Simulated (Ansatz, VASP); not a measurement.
SbPt: VASP beside Ansatz

```
CELL_PARAMETERS angstrom
4.12000 0.00000 0.00000
-2.06000 3.56802 0.00000
0.00000 0.00000 5.47000
ATOMIC_POSITIONS crystal
Sb 0.33333 0.66667 0.25000
Sb 0.66667 0.33333 0.75000
Pt 0.00000 0.00000 0.00000
Pt 0.00000 0.00000 0.50000
```

Alike in both runs: task relaxation of cell and atoms; functional PBEsol; k mesh 10 × 10 × 8; occupations fermi-dirac, width 0.1 eV; no spin polarisation.

|  | VASP | Ansatz |
| --- | --- | --- |
| version | VASP 6.6.1 | Ansatz 0.2.0 |
| potentials or method | VASP PAW PBE potentials, release 64 (Sb, Pt) | PAW with Ansatz's default frozen-core files, scalar-relativistic |
| plane-wave cutoff (eV) | 600 | 420 |
| valence electrons in the cell | 30 | 66 |

```csv
,VASP,Ansatz,Ansatz less VASP
relaxed volume (Å³/atom),20.58,20.61,+0.030
relaxed length of the cell vector where the two differ most in proportion (Å),4.169,4.171,+0.0021
```

VASP's potentials were made for PBE, not for PBEsol. VASP's potentials hold 30 valence electrons a cell and Ansatz's 66, so a difference there can come from the potentials and not from the codes.

Neither program's run includes spin-orbit coupling.
